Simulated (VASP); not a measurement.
Wanted: the native input for a VASP 6.6.1 run.

```
Task                   : single point
Functional             : PBE
Potentials or basis    : VASP PAW PBE potentials, release 64 (Sr_sv, Ta_pv, O)
Cutoff                 : 520 eV
k mesh                 : 6 × 6 × 6
Occupations            : gaussian, width 0.2 eV
Spin                   : no spin polarisation
Dipole correction      : no
Further INCAR settings : ALGO = Normal; EDIFF = 1e-06; NBANDS = 41
```

The structure of SrTa2O5 lies in POSCAR:

```
SrTa2O5
1.0
    0.0021326157     -0.0014795084      3.9757383736
   -4.1543448645      0.0012194387     -0.0025379486
    2.0791346398     -6.1196507358      0.0031664876
Sr Ta O
1 2 5
Direct
    0.0000018936      0.5000868390      0.9999822201
    0.4998789541      0.1664016242      0.3324904036
    0.5001487916      0.8336373256      0.6674993274
   -0.0001310641      0.1570161754      0.3138948586
    0.0001206999      0.8429128558      0.6861233868
    0.4999747097      0.9999300931      0.9999975682
    0.5001599741      0.3435802399      0.6874661847
    0.4998460411      0.6564348469      0.3125460506
```

These files were run (other wordings do the same):

INCAR

```
ALGO = Normal ; EDIFF = 1E-6
ENCUT = 520 ; GGA = PE
ISIF = 2 ; ISMEAR = 0
LASPH = True ; LCHARG = False
LREAL = False ; LWAVE = False
NBANDS = 41 ; NELM = 100
PREC = Accurate ; SIGMA = 0.2
```

KPOINTS

```
k-points
0
Gamma
  6 6 6
```

Potentials or basis: VASP PAW PBE potentials, release 64 (Sr_sv, Ta_pv, O).

Command:

```console
$ cat potpaw_PBE.64/Sr_sv/POTCAR potpaw_PBE.64/Ta_pv/POTCAR potpaw_PBE.64/O/POTCAR > POTCAR
$ mpirun -np 1 vasp_std > vasp.out
```

It gave:

| Quantity | Value |
| --- | --- |
| Pressure | 0.6 GPa |
| Largest force | 0.015 eV/Å |
| Band gap on the k mesh | zero (band 31 reaches 7.30 eV, above the bottom of band 32 at 4.71 eV) |

Caveat: spin-orbit coupling is left out, which moves the levels of the heavy elements.

It took 6 min on 1 thread of Intel(R) Xeon(R) Platinum 8488C (Sapphire Rapids), with other jobs on the host, peak memory 0.49 GiB.
